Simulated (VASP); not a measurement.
# Pt3Br2 (P-3m1) in VASP: further runs

Runs on Pt3Br2. Level: PBE. Tasks: single point, relaxation of cell and atoms.

Program: VASP 6.6.1. These are calculated values, not measurements. Logs are shortened: lines on timing, memory, paths and dates and some standing lists are left out, and cuts for length are marked.

### 1 The cell of the first run

The structure is trigonal, space group P-3m1 (No. 164). Conventional cell: a = 3.431 Å, b = 3.431 Å, c = 9.497 Å, α = 90.00°, β = 90.00°, γ = 120.00°. Within 3.6 Å of Pt (site symmetry -3m) lie 6 Br at 2.72 Å and 6 Pt at 3.43 Å. Within 3.5 Å of Pt (site symmetry 3m) lie 9 Pt at 2.63 to 3.43 Å and 3 Br at 2.83 Å. Br (site symmetry 3m) has 6 Pt at 2.72 to 2.83 Å and 6 Br at 3.43 Å within 3.6 Å.

### 2 Single point, PBE

INCAR reads:

```
PREC = Accurate
ENCUT = 520
EDIFF = 1E-7
ISMEAR = 0
SIGMA = 0.1
LREAL = False
LASPH = True
NELM = 100
ALGO = Normal
ISIF = 2
LWAVE = False
LCHARG = True
GGA = PE
LELF = True
LVHAR = True
NBANDS = 30
```

KPOINTS reads:

```
Automatic mesh
0
Gamma
  6 6 4
```

POSCAR reads:

```
Pt3Br2
1.0
    3.4308627304      0.0000000000      0.0000000000
   -1.7154313652      2.9712142815      0.0000000000
    0.0000000000      0.0000000000      9.4973216151
Pt Br
3 2
Direct
    0.0000000000      0.0000000000      0.0000000000
    0.3333333333      0.6666666667      0.5910346688
    0.6666666667      0.3333333333      0.4089653312
    0.3333333333      0.6666666667      0.1967059227
    0.6666666667      0.3333333333      0.8032940773
```

Potentials or basis: VASP PAW PBE potentials, release 64 (Pt, Br).

Started as:

```console
$ cat potpaw_PBE.64/Pt/POTCAR potpaw_PBE.64/Br/POTCAR > POTCAR
$ mpirun -np 1 vasp_std > vasp.out
```

OUTCAR:

```text
PREC = Accurate
   ENCUT = 520
   EDIFF = 1E-7
   ISMEAR = 0
   LREAL = False
   LASPH = True
   NELM = 100
   ISIF = 2
   GGA = PE

 ion  position               nearest neighbor table
   1  0.000  0.000  0.000-   4 2.72   5 2.72   5 2.72   4 2.72   5 2.72   4 2.72
   2  0.333  0.667  0.591-   3 2.63   3 2.63   3 2.63   5 2.83   5 2.83   5 2.83
   3  0.667  0.333  0.409-   2 2.63   2 2.63   2 2.63   4 2.83   4 2.83   4 2.83
   4  0.333  0.667  0.197-   1 2.72   1 2.72   1 2.72   3 2.83   3 2.83   3 2.83
   5  0.667  0.333  0.803-   1 2.72   1 2.72   1 2.72   2 2.83   2 2.83   2 2.83

  LATTYP: Found a hexagonal cell.
 ALAT       =     3.4308627304
 C/A-ratio  =     2.7682021583

  Lattice vectors:

 A1 = (   3.4308627304,   0.0000000000,   0.0000000000)
 A2 = (  -1.7154313652,   2.9712142815,   0.0000000000)
 A3 = (   0.0000000000,   0.0000000000,   9.4973216151)

Analysis of symmetry for initial positions (statically):
=====================================================================
 Subroutine PRICEL returns:
 Original cell was already a primitive cell.

 Routine SETGRP: Setting up the symmetry group for a
 hexagonal supercell.

 Subroutine GETGRP returns: Found 12 space group operations
 (whereof 12 operations were pure point group operations)
 out of a pool of 24 trial point group operations.

The static configuration has the point symmetry D_3d.

Analysis of symmetry for dynamics (positions and initial velocities):
=====================================================================
 Subroutine PRICEL returns:
 Original cell was already a primitive cell.

 Routine SETGRP: Setting up the symmetry group for a
 hexagonal supercell.

 Subroutine GETGRP returns: Found 12 space group operations
 (whereof 12 operations were pure point group operations)
 out of a pool of 24 trial point group operations.

The dynamic configuration has the point symmetry D_3d.

 Subroutine INISYM returns: Found 12 space group operations
 (whereof 12 operations are pure point group operations),
 and found     1 'primitive' translations

----------------------------------------------------------------------------------------

                                     Primitive cell

  volume of cell :      96.8141

  direct lattice vectors                    reciprocal lattice vectors
     3.430862730  0.000000000  0.000000000     0.291471877  0.168281367  0.000000000
    -1.715431365  2.971214281  0.000000000     0.000000000  0.336562733  0.000000000
     0.000000000  0.000000000  9.497321615     0.000000000  0.000000000  0.105292844

  length of vectors
     3.430862730  3.430862730  9.497321615     0.336562733  0.336562733  0.105292844

  position of ions in fractional coordinates (direct lattice)
     0.000000000  0.000000000  0.000000000
     0.333333333  0.666666667  0.591034669
     0.666666667  0.333333333  0.408965331
     0.333333333  0.666666667  0.196705923
     0.666666667  0.333333333  0.803294077

  ion indices of the primitive-cell ions
   primitive index   ion index
                 1           1
                 2           2
                 3           3
                 4           4
                 5           5

----------------------------------------------------------------------------------------

 KPOINTS: Automatic mesh

Automatic generation of k-mesh.
 Grid dimensions read from file:
 generate k-points for:    6    6    4

 Generating k-lattice:

  Cartesian coordinates                     Fractional coordinates (reciprocal lattice)
     0.048578646  0.028046894  0.000000000     0.166666667  0.000000000  0.000000000
     0.000000000  0.056093789  0.000000000     0.000000000  0.166666667  0.000000000
     0.000000000  0.000000000  0.026323211     0.000000000  0.000000000  0.250000000

  Length of vectors
     0.056093789  0.056093789  0.026323211

  Shift w.r.t. Gamma in fractional coordinates (k-lattice)
     0.000000000  0.000000000  0.000000000

 Subroutine IBZKPT returns following result:
 ===========================================

 Found     24 irreducible k-points:

 Following reciprocal coordinates:
            Coordinates               Weight
  0.000000  0.000000  0.000000      1.000000
  0.166667 -0.000000  0.000000      6.000000
  0.333333 -0.000000  0.000000      6.000000
  0.500000 -0.000000  0.000000      3.000000
  0.166667  0.166667  0.000000      6.000000
  0.333333  0.166667  0.000000     12.000000
[... 16 lines left out ...]
  0.333333  0.166667  0.500000     12.000000
  0.333333  0.333333  0.500000      2.000000
   k-points           NKPTS =     24   k-points in BZ     NKDIM =     24   number of bands    NBANDS=     30
   number of dos      NEDOS =    301   number of ions     NIONS =      5
   total plane-waves  NPLWV =  56448
   dimension x,y,z NGX =    28 NGY =   28 NGZ =   72
   dimension x,y,z NGXF=    56 NGYF=   56 NGZF=  144
   ions per type =               3   2
   NGX,Y,Z   is equivalent  to a cutoff of  13.57, 13.57, 12.60 a.u.
   NGXF,Y,Z  is equivalent  to a cutoff of  27.14, 27.14, 25.21 a.u.
 SYSTEM =  unknown system
   PREC   = accura    normal or accurate (medium, high low for compatibility)
   ISTART =      0    job   : 0-new  1-cont  2-samecut
   ICHARG =      2    charge: 1-file 2-atom 10-const
   ISPIN  =      1    spin polarized calculation?
   LNONCOLLINEAR =      F non collinear calculations
   LSORBIT =      F    spin-orbit coupling
   LASPH  =      T    aspherical Exc in radial PAW
   ENCUT  =  520.0 eV  38.22 Ry    6.18 a.u.   6.38  6.38 17.66*2*pi/ulx,y,z
   NELM   =    100;   NELMIN=  2; NELMDL= -5     # of ELM steps
   EDIFF  = 0.1E-06   stopping-criterion for ELM
   LREAL  =      F    real-space projection
   EDIFFG = 0.1E-05   stopping-criterion for IOM
   NSW    =      0    number of steps for IOM
   IBRION =     -1    ionic relax: 0-MD 1-quasi-New 2-CG
   NFREE  =      0    steps in history (QN), initial steepest desc. (CG)
   ISIF   =      2    stress and relaxation
   ISYM   =      2    0-nonsym 1-usesym 2-fastsym
   POTIM  = 0.5000    time-step for ionic-motion
   TEBEG  =    0.0;   TEEND  =   0.0 temperature during run
   PSTRESS=    0.0 pullay stress
   NELECT =      44.0000    total number of electrons
   NUPDOWN=      -1.0000    fix difference up-down
   EMIN   =  10.00;   EMAX   =-10.00  energy-range for DOS
   EFERMI =   0.00;   METHOD = LEGACY
   ISMEAR =     0;   SIGMA  =   0.10  broadening in eV -4-tet -1-fermi 0-gaus
   EFERMI_NEDOS =   21; number of points for ismear=-14 and -15
   IALGO  =     38    algorithm
   IMIX   =      4    mixing-type and parameters
     AMIX     =   0.40;   BMIX     =  1.00
     AMIX_MAG =   1.60;   BMIX_MAG =  1.00
  volume/ion in A,a.u.               =      19.36       130.67
  Fermi-wavevector in a.u.,A,eV,Ry     =   1.258673  2.378547 21.555134  1.584258
  Thomas-Fermi vector in A             =   2.392271
   LORBIT       =      0    0 simple, 1 ext, 2 COOP (PROOUT), +10 PAW based schemes
   GGA     = PE    functional components
   LHFCALC =     F    Hartree Fock is set to
   AEXX    =    0.0000 exact exchange contribution
   IVDW    =     0    specifies the selected vdW correction
   LEPSILON=     F    determine dielectric tensor
   LRPA    =     F    only Hartree local field effects (RPA)
 non-spin polarized calculation
 Gauss-broadening in eV      SIGMA  =   0.10
  energy-cutoff  :      520.00
  volume of cell :       96.81
 maximum number of plane-waves:      2629
 NGX is ok and might be reduce to    28
   NGX = 13   NGY = 13   NGZ = 35

 number of electron      44.0000006 magnetization

 Free energy of the ion-electron system (eV)
  ---------------------------------------------------
  ext. energy  EPLUGINS =         0.00000000
  ---------------------------------------------------
  free energy    TOTEN  =       -18.74512366 eV

  energy without entropy =      -18.72949720  energy(sigma->0) =      -18.73731043

 E-fermi :   7.1061     XC(G=0): -11.4166

 val. band max:        7.0350803996   @ k =   0.1667  -0.0000   0.2500
 cond. band min:       7.1467882265   @ k =   0.3333  -0.0000   0.5000
 fundamental gap:      0.1117078269
 Fermi energy:         7.1060881158

 k-point     1 :       0.0000    0.0000    0.0000
  band No.  band energies     occupation
      1     -10.1850      2.00000
      2      -9.9025      2.00000
      3      -1.1288      2.00000
      4       1.0616      2.00000
      5       1.9949      2.00000
      6       3.0287      2.00000
[... 22 lines left out ...]
     29      16.1569      0.00000
     30      16.1569      0.00000

 k-point     2 :       0.1667   -0.0000    0.0000
  band No.  band energies     occupation
      1      -9.9630      2.00000
      2      -9.7384      2.00000
      3      -0.6631      2.00000
      4       1.0200      2.00000
      5       1.8284      2.00000
      6       2.3452      2.00000
[... 22 lines left out ...]
     29      15.4109      0.00000
     30      15.6030      0.00000

 k-point     3 :       0.3333   -0.0000    0.0000
  band No.  band energies     occupation
      1      -9.4658      2.00000
      2      -9.3688      2.00000
      3       0.2675      2.00000
      4       0.4639      2.00000
      5       0.8846      2.00000
      6       1.1712      2.00000
[... 22 lines left out ...]
     29      14.4086      0.00000
     30      14.9409      0.00000

 k-point     4 :       0.5000   -0.0000    0.0000
  band No.  band energies     occupation
      1      -9.2066      2.00000
      2      -9.1316      2.00000
      3      -0.3564      2.00000
      4       0.1896      2.00000
      5       0.7486      2.00000
      6       1.3933      2.00000
[... 616 lines left out ...]
     29      14.5699      0.00000
     30      14.6742      0.00000

 k-point    23 :       0.3333    0.1667    0.5000
  band No.  band energies     occupation
      1      -9.1951      2.00000
      2      -9.1541      2.00000
      3      -0.0230      2.00000
      4       0.5369      2.00000
      5       1.0200      2.00000
      6       1.2401      2.00000
[... 22 lines left out ...]
     29      13.4950      0.00000
     30      13.9665      0.00000

 k-point    24 :       0.3333    0.3333    0.5000
  band No.  band energies     occupation
      1      -9.0482      2.00000
      2      -9.0482      2.00000
      3       0.5070      2.00000
      4       0.7783      2.00000
      5       0.7783      2.00000
      6       1.1990      2.00000
[... 22 lines left out ...]
     29      13.6023      0.00000
     30      14.2478      0.00000

------------------------ aborting loop because EDIFF is reached ----------------------------------------

  FORCE on cell =-STRESS in cart. coord.  units (eV):
  Direction    XX          YY          ZZ          XY          YZ          ZX
  --------------------------------------------------------------------------------------
  -------------------------------------------------------------------------------------
  Total       -0.0627313     -0.0627313     -0.0299712     -0.0000000     -0.0000000     -0.0000000
  in kB       -1.0381415     -1.0381415     -0.4959944     -0.0000000     -0.0000000     -0.0000000
  external PRESSURE =      -0.8574258 kB  Pullay stress =       0.0000000 kB

 VOLUME and BASIS-vectors are now :
 -----------------------------------------------------------------------------
  energy-cutoff  :      520.00
  volume of cell :       96.81
      direct lattice vectors                 reciprocal lattice vectors
     3.430862730  0.000000000  0.000000000     0.291471877  0.168281367  0.000000000
    -1.715431365  2.971214281  0.000000000     0.000000000  0.336562733  0.000000000
     0.000000000  0.000000000  9.497321615     0.000000000  0.000000000  0.105292844

 POSITION                                       TOTAL-FORCE (eV/Angst)
 -----------------------------------------------------------------------------------
      0.00000      0.00000      0.00000        -0.000000      0.000000      0.000000
     -0.00000      1.98081      5.61325        -0.000000     -0.000000     -0.022523
      1.71543      0.99040      3.88408         0.000000     -0.000000      0.022523
     -0.00000      1.98081      1.86818        -0.000000      0.000000      0.002551
      1.71543      0.99040      7.62914         0.000000     -0.000000     -0.002551
 -----------------------------------------------------------------------------------
    total drift:                                0.000000      0.000000      0.000000

  FREE ENERGIE OF THE ION-ELECTRON SYSTEM (eV)
  ---------------------------------------------------
  free  energy   TOTEN  =       -18.7451236583 eV

  energy  without entropy=      -18.7294971996  energy(sigma->0) =      -18.73731043
```

Wall time 74 s (1 thread of Intel Xeon Platinum 8259CL at 2.50GHz (Skylake/Cascade Lake), shared host); peak memory 0.25 GiB.

Results:

```yaml
Free_energy: -18.7451 eV
Pressure: -0.1 GPa
Largest_force: 0.023 eV/Å
Band_gap_on_the_k_mesh: zero (bands 22 and 23 overlap by 0.44 eV)
```

Forces on the atoms (eV/Å):
```
Pt   0.000  0.000  0.000
Pt   0.000  0.000 -0.023
Pt   0.000  0.000  0.023
Br   0.000  0.000  0.003
Br   0.000  0.000 -0.003
```

Caveat: spin-orbit coupling is left out, which moves the levels of the heavy elements.

(Part 1 of 2 ends here.)
